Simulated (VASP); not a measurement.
# Te2Mo in VASP: further runs

Te2Mo is run at these levels: PBEsol; tasks: single point.

All numbers are computed with VASP 6.6.1; they aren't measurements. Logs are shortened: lines on timing, memory, paths and dates and some standing lists are left out, and cuts for length are marked.

## Step 1: The cell of the first run

The cell holds a slab with vacuum, 3 atoms: a = 3.334 Å, b = 3.334 Å, c = 18.000 Å, α = 90.00°, β = 90.00°, γ = 120.00°.

## Step 2: Single point, PBEsol (biaxial strain in the a-b plane: -4.5 %, then relaxed in part)

Contents of INCAR:

```
SYSTEM = Te2Mo
PREC = Accurate
ENCUT = 520
EDIFF = 1E-6
ISMEAR = 0
SIGMA = 0.02
LREAL = .False.
LASPH = .True.
NELM = 80
ALGO = Normal
ISIF = 2
LWAVE = .False.
LCHARG = .False.
GGA = PS
NBANDS = 20
```

Contents of KPOINTS:

```
Automatic mesh
0
Gamma
  12 12 2
  0 0 0
```

Contents of POSCAR:

```
Te2Mo
1.0
    3.3339766612      0.0000000000      0.0000000000
   -1.6669883306      2.8873084842      0.0000000000
    0.0000000000      0.0000000000     17.9996686034
Te Mo
2 1
Direct
    0.3333333333      0.6666666667      0.8962280192
    0.3333333333      0.6666666667      0.1037719808
    0.0000000000      0.0000000000      0.0000000000
```

Potentials or basis: VASP PAW PBE potentials, release 64 (Te, Mo_sv).

Run with:

```bash
> cat potpaw_PBE.64/Te/POTCAR potpaw_PBE.64/Mo_sv/POTCAR > POTCAR
> mpirun -np 1 vasp_std > vasp.out
```

OUTCAR:

```text
SYSTEM = Te2Mo
   PREC = Accurate
   ENCUT = 520
   EDIFF = 1E-6
   ISMEAR = 0
   LREAL = .False.
   LASPH = .True.
   NELM = 80
   ISIF = 2
   GGA = PS

 ion  position               nearest neighbor table
   1  0.333  0.667  0.896-   3 2.68   3 2.68   3 2.68
   2  0.333  0.667  0.104-   3 2.68   3 2.68   3 2.68
   3  0.000  0.000  0.000-   1 2.68   2 2.68   1 2.68   2 2.68   1 2.68   2 2.68

  LATTYP: Found a hexagonal cell.
 ALAT       =     3.3339766612
 C/A-ratio  =     5.3988586102

  Lattice vectors:

 A1 = (   3.3339766612,   0.0000000000,   0.0000000000)
 A2 = (  -1.6669883306,   2.8873084842,   0.0000000000)
 A3 = (   0.0000000000,   0.0000000000,  17.9996686034)

Analysis of symmetry for initial positions (statically):
=====================================================================
 Subroutine PRICEL returns:
 Original cell was already a primitive cell.

 Routine SETGRP: Setting up the symmetry group for a
 hexagonal supercell.

 Subroutine GETGRP returns: Found 12 space group operations
 (whereof 12 operations were pure point group operations)
 out of a pool of 24 trial point group operations.

The static configuration has the point symmetry D_3h.

Analysis of symmetry for dynamics (positions and initial velocities):
=====================================================================
 Subroutine PRICEL returns:
 Original cell was already a primitive cell.

 Routine SETGRP: Setting up the symmetry group for a
 hexagonal supercell.

 Subroutine GETGRP returns: Found 12 space group operations
 (whereof 12 operations were pure point group operations)
 out of a pool of 24 trial point group operations.

The dynamic configuration has the point symmetry D_3h.

 Subroutine INISYM returns: Found 12 space group operations
 (whereof 12 operations are pure point group operations),
 and found     1 'primitive' translations

----------------------------------------------------------------------------------------

                                     Primitive cell

  volume of cell :     173.2688

  direct lattice vectors                    reciprocal lattice vectors
     3.333976661  0.000000000  0.000000000     0.299942112  0.173171659  0.000000000
    -1.666988331  2.887308484  0.000000000     0.000000000  0.346343318  0.000000000
     0.000000000  0.000000000 17.999668603     0.000000000  0.000000000  0.055556578

  length of vectors
     3.333976661  3.333976661 17.999668603     0.346343318  0.346343318  0.055556578

  position of ions in fractional coordinates (direct lattice)
     0.333333333  0.666666667  0.896228019
     0.333333333  0.666666667  0.103771981
     0.000000000  0.000000000  0.000000000

  ion indices of the primitive-cell ions
   primitive index   ion index
                 1           1
                 2           2
                 3           3

----------------------------------------------------------------------------------------

 KPOINTS: Automatic mesh

Automatic generation of k-mesh.
 Grid dimensions read from file:
 generate k-points for:   12   12    2

 Generating k-lattice:

  Cartesian coordinates                     Fractional coordinates (reciprocal lattice)
     0.024995176  0.014430972  0.000000000     0.083333333  0.000000000  0.000000000
     0.000000000  0.028861943  0.000000000     0.000000000  0.083333333  0.000000000
     0.000000000  0.000000000  0.027778289     0.000000000  0.000000000  0.500000000

  Length of vectors
     0.028861943  0.028861943  0.027778289

  Shift w.r.t. Gamma in fractional coordinates (k-lattice)
     0.000000000  0.000000000  0.000000000

 Subroutine IBZKPT returns following result:
 ===========================================

 Found     38 irreducible k-points:

 Following reciprocal coordinates:
            Coordinates               Weight
  0.000000  0.000000  0.000000      1.000000
  0.083333 -0.000000  0.000000      6.000000
  0.166667 -0.000000  0.000000      6.000000
  0.250000 -0.000000  0.000000      6.000000
  0.333333 -0.000000  0.000000      6.000000
  0.416667 -0.000000  0.000000      6.000000
[... 16 lines left out ...]
  0.250000 -0.000000  0.500000      6.000000
  0.333333 -0.000000  0.500000      6.000000
 [... further k-points ...]
   k-points           NKPTS =     38   k-points in BZ     NKDIM =     38   number of bands    NBANDS=     20
   number of dos      NEDOS =    301   number of ions     NIONS =      3
   total plane-waves  NPLWV = 109760
   dimension x,y,z NGX =    28 NGY =   28 NGZ =  140
   dimension x,y,z NGXF=    56 NGYF=   56 NGZF=  280
   ions per type =               2   1
   NGX,Y,Z   is equivalent  to a cutoff of  13.96, 13.96, 12.93 a.u.
   NGXF,Y,Z  is equivalent  to a cutoff of  27.92, 27.92, 25.86 a.u.
 SYSTEM =  Te2Mo
   PREC   = accura    normal or accurate (medium, high low for compatibility)
   ISTART =      0    job   : 0-new  1-cont  2-samecut
   ICHARG =      2    charge: 1-file 2-atom 10-const
   ISPIN  =      1    spin polarized calculation?
   LNONCOLLINEAR =      F non collinear calculations
   LSORBIT =      F    spin-orbit coupling
   LASPH  =      T    aspherical Exc in radial PAW
   ENCUT  =  520.0 eV  38.22 Ry    6.18 a.u.   6.20  6.20 33.47*2*pi/ulx,y,z
   NELM   =     80;   NELMIN=  2; NELMDL= -5     # of ELM steps
   EDIFF  = 0.1E-05   stopping-criterion for ELM
   LREAL  =      F    real-space projection
   EDIFFG = 0.1E-04   stopping-criterion for IOM
   NSW    =      0    number of steps for IOM
   IBRION =     -1    ionic relax: 0-MD 1-quasi-New 2-CG
   NFREE  =      0    steps in history (QN), initial steepest desc. (CG)
   ISIF   =      2    stress and relaxation
   ISYM   =      2    0-nonsym 1-usesym 2-fastsym
   POTIM  = 0.5000    time-step for ionic-motion
   TEBEG  =    0.0;   TEEND  =   0.0 temperature during run
   PSTRESS=    0.0 pullay stress
   NELECT =      26.0000    total number of electrons
   NUPDOWN=      -1.0000    fix difference up-down
   EMIN   =  10.00;   EMAX   =-10.00  energy-range for DOS
   EFERMI =   0.00;   METHOD = LEGACY
   ISMEAR =     0;   SIGMA  =   0.02  broadening in eV -4-tet -1-fermi 0-gaus
   EFERMI_NEDOS =   21; number of points for ismear=-14 and -15
   IALGO  =     38    algorithm
   IMIX   =      4    mixing-type and parameters
     AMIX     =   0.40;   BMIX     =  1.00
     AMIX_MAG =   1.60;   BMIX_MAG =  1.00
  volume/ion in A,a.u.               =      57.76       389.76
  Fermi-wavevector in a.u.,A,eV,Ry     =   0.869946  1.643960 10.296982  0.756807
  Thomas-Fermi vector in A             =   1.988841
   LORBIT       =      0    0 simple, 1 ext, 2 COOP (PROOUT), +10 PAW based schemes
   GGA     = PS    functional components
   LHFCALC =     F    Hartree Fock is set to
   AEXX    =    0.0000 exact exchange contribution
   IVDW    =     0    specifies the selected vdW correction
   LEPSILON=     F    determine dielectric tensor
   LRPA    =     F    only Hartree local field effects (RPA)
 non-spin polarized calculation
 Gauss-broadening in eV      SIGMA  =   0.02
  energy-cutoff  :      520.00
  volume of cell :      173.27
 maximum number of plane-waves:      4698
 NGX is ok and might be reduce to    28
   NGX = 13   NGY = 13   NGZ = 67

 number of electron      25.9999998 magnetization

 Free energy of the ion-electron system (eV)
  ---------------------------------------------------
  ext. energy  EPLUGINS =         0.00000000
  ---------------------------------------------------
  free energy    TOTEN  =       -19.44880888 eV

  energy without entropy =      -19.44880888  energy(sigma->0) =      -19.44880888

 E-fermi :   1.0709     XC(G=0):  -4.9557

 val. band max:        0.9582284895   @ k =   0.5000  -0.0000   0.5000
 cond. band min:       1.8213702564   @ k =   0.2500   0.1667   0.0000
 fundamental gap:      0.8631417670
 Fermi energy:         1.0709069485

 k-point     1 :       0.0000    0.0000    0.0000
  band No.  band energies     occupation
      1     -59.7027      2.00000
      2     -34.0191      2.00000
      3     -33.7032      2.00000
      4     -33.7032      2.00000
      5     -12.6140      2.00000
      6     -11.7486      2.00000
[... 12 lines left out ...]
     19       5.1665      0.00000
     20       6.0956      0.00000

 k-point     2 :       0.0833   -0.0000    0.0000
  band No.  band energies     occupation
      1     -59.7013      2.00000
      2     -34.0157      2.00000
      3     -33.7189      2.00000
      4     -33.7069      2.00000
      5     -12.4946      2.00000
      6     -11.6599      2.00000
[... 12 lines left out ...]
     19       5.3051      0.00000
     20       6.2322      0.00000

 k-point     3 :       0.1667   -0.0000    0.0000
  band No.  band energies     occupation
      1     -59.6976      2.00000
      2     -34.0065      2.00000
      3     -33.7614      2.00000
      4     -33.7167      2.00000
      5     -12.1444      2.00000
      6     -11.3999      2.00000
[... 12 lines left out ...]
     19       5.7029      0.00000
     20       6.5557      0.00000

 k-point     4 :       0.2500   -0.0000    0.0000
  band No.  band energies     occupation
      1     -59.6924      2.00000
      2     -33.9938      2.00000
      3     -33.8190      2.00000
      4     -33.7301      2.00000
      5     -11.5909      2.00000
      6     -10.9904      2.00000
[... 12 lines left out ...]
     19       6.3107      0.00000
     20       7.0308      0.00000

 k-point     5 :       0.3333   -0.0000    0.0000
  band No.  band energies     occupation
      1     -59.6873      2.00000
      2     -33.9811      2.00000
      3     -33.8760      2.00000
      4     -33.7435      2.00000
      5     -10.8967      2.00000
      6     -10.4864      2.00000
[... 12 lines left out ...]
     19       6.7982      0.00000
     20       6.9342      0.00000
[... 353 lines left out ...]
      6     -11.6599      2.00000
[... 12 lines left out ...]
     19       5.1037      0.00000
     20       6.4955      0.00000

 k-point    22 :       0.1667   -0.0000    0.5000
  band No.  band energies     occupation
      1     -59.6976      2.00000
      2     -34.0065      2.00000
      3     -33.7614      2.00000
      4     -33.7167      2.00000
      5     -12.1444      2.00000
      6     -11.3999      2.00000
[... 12 lines left out ...]
     19       5.4963      0.00000
     20       6.8763      0.00000

 k-point    23 :       0.2500   -0.0000    0.5000
  band No.  band energies     occupation
      1     -59.6924      2.00000
      2     -33.9938      2.00000
      3     -33.8190      2.00000
      4     -33.7301      2.00000
      5     -11.5909      2.00000
      6     -10.9904      2.00000
[... 12 lines left out ...]
     19       6.1151      0.00000
     20       7.4103      0.00000

 k-point    24 :       0.3333   -0.0000    0.5000
  band No.  band energies     occupation
      1     -59.6873      2.00000
      2     -33.9811      2.00000
      3     -33.8760      2.00000
      4     -33.7435      2.00000
      5     -10.8967      2.00000
      6     -10.4864      2.00000
[... 12 lines left out ...]
     19       6.7405      0.00000
     20       6.9518      0.00000

 [... further k-points ...]
[... 5 lines left out ...]
  --------------------------------------------------------------------------------------
  -------------------------------------------------------------------------------------
  Total        3.7316050      3.7316050      0.0936061      0.0000000      0.0000000      0.0000000
  in kB       34.5053155     34.5053155      0.8655545      0.0000000      0.0000000      0.0000000
  external PRESSURE =      23.2920618 kB  Pullay stress =       0.0000000 kB

 VOLUME and BASIS-vectors are now :
 -----------------------------------------------------------------------------
  energy-cutoff  :      520.00
  volume of cell :      173.27
      direct lattice vectors                 reciprocal lattice vectors
     3.333976661  0.000000000  0.000000000     0.299942112  0.173171659  0.000000000
    -1.666988331  2.887308484  0.000000000     0.000000000  0.346343318  0.000000000
     0.000000000  0.000000000 17.999668603     0.000000000  0.000000000  0.055556578

 POSITION                                       TOTAL-FORCE (eV/Angst)
 -----------------------------------------------------------------------------------
     -0.00000      1.92487     16.13181        -0.000000      0.000000     -0.028152
     -0.00000      1.92487      1.86786        -0.000000     -0.000000      0.028152
      0.00000      0.00000      0.00000         0.000000      0.000000      0.000000
 -----------------------------------------------------------------------------------
    total drift:                                0.000000     -0.000000     -0.000000

  FREE ENERGIE OF THE ION-ELECTRON SYSTEM (eV)
  ---------------------------------------------------
  free  energy   TOTEN  =       -19.4488088839 eV

  energy  without entropy=      -19.4488088839  energy(sigma->0) =      -19.44880888
```

It took 3.8 min on 1 thread of Intel Xeon Platinum 8259CL at 2.50GHz (Skylake/Cascade Lake), shared host; peak memory 0.38 GiB.

Results:

| Quantity | Value |
| --- | --- |
| Free energy | -19.4488 eV |
| Largest force | 0.028 eV/Å |
| Band gap on the k mesh | 0.86 eV, indirect (least direct gap 1.37 eV) |

Forces on the atoms (eV/Å):
```
Te   0.000  0.000 -0.028
Te   0.000  0.000  0.028
Mo   0.000  0.000  0.000
```

Caveat: the cell differs from its parent crystal (biaxial strain in the a-b plane: -4.5 %, then relaxed in part); the PAW data sets were made with another functional, which shifts forces and pressure a little; spin-orbit coupling is left out, which moves the levels of the heavy elements.

## Step 3: Single point, PBEsol (biaxial strain in the a-b plane: -4.5 %)

Contents of INCAR:

```
SYSTEM = Te2Mo
  PREC = Accurate
  ENCUT = 520
  EDIFF = 1E-7
  ISMEAR = 0
  SIGMA = 0.02
  LREAL = .False.
  LASPH = .True.
  NELM = 80
  ALGO = Normal
  ISIF = 2
  LWAVE = .False.
  LCHARG = .False.
  GGA = PS
  NBANDS = 20
```

Contents of KPOINTS:

```
regular mesh
0
Gamma
  12 12 2
  0 0 0
```

Contents of POSCAR:

```
Te2Mo
1.0
    3.3339766612      0.0000000000      0.0000000000
   -1.6669883306      2.8873084842      0.0000000000
    0.0000000000      0.0000000000     17.9996372799
Te Mo
2 1
Direct
    0.3333333333      0.6666666667      0.8965543980
    0.3333333333      0.6666666667      0.1034456020
    0.0000000000      0.0000000000      0.0000000000
```

Potentials or basis: VASP PAW PBE potentials, release 64 (Te, Mo_sv).

Run with:

```bash
> cat potpaw_PBE.64/Te/POTCAR potpaw_PBE.64/Mo_sv/POTCAR > POTCAR
> mpirun -np 1 vasp_std > vasp.out
```

Run time: 4.1 min. Hardware: 1 thread of Intel Xeon Platinum 8259CL at 2.50GHz (Skylake/Cascade Lake), shared host; peak memory 0.38 GiB.

The run converged. Its results:

```yaml
Free_energy: -19.4480 eV
Largest_force: 0.113 eV/Å
Band_gap_on_the_k_mesh: 0.88 eV, indirect (least direct gap 1.38 eV)
```

Forces in eV/Å, atoms in the order of the input:
```
Te   0.000  0.000 -0.113
Te   0.000  0.000  0.113
Mo   0.000  0.000  0.000
```

Levels at points of the mesh, in eV from the valence-band top:
| k point | band 10 | band 11 | band 12 | band 13 | band 14 | band 15 | band 16 | band 17 |
| --- | --- | --- | --- | --- | --- | --- | --- | --- |
| (0.00, 0.00, 0.00) | -1.60 | -1.33 | -0.76 | -0.76 | 3.64 | 3.64 | 3.84 | 3.91 |
| (0.50, 0.00, 0.00) | -2.41 | -2.32 | -1.15 | 0.00 | 1.68 | 1.75 | 3.16 | 3.78 |
| (0.00, 0.00, 0.50) | -1.60 | -1.33 | -0.76 | -0.76 | 3.64 | 3.64 | 3.91 | 3.91 |
| (0.50, 0.00, 0.50) | -2.41 | -2.32 | -1.15 | 0.00 | 1.68 | 1.75 | 3.16 | 3.78 |

Caveat: the cell differs from its parent crystal (biaxial strain in the a-b plane: -4.5 %); the PAW data sets were made with another functional, which shifts forces and pressure a little; spin-orbit coupling is left out, which moves the levels of the heavy elements.
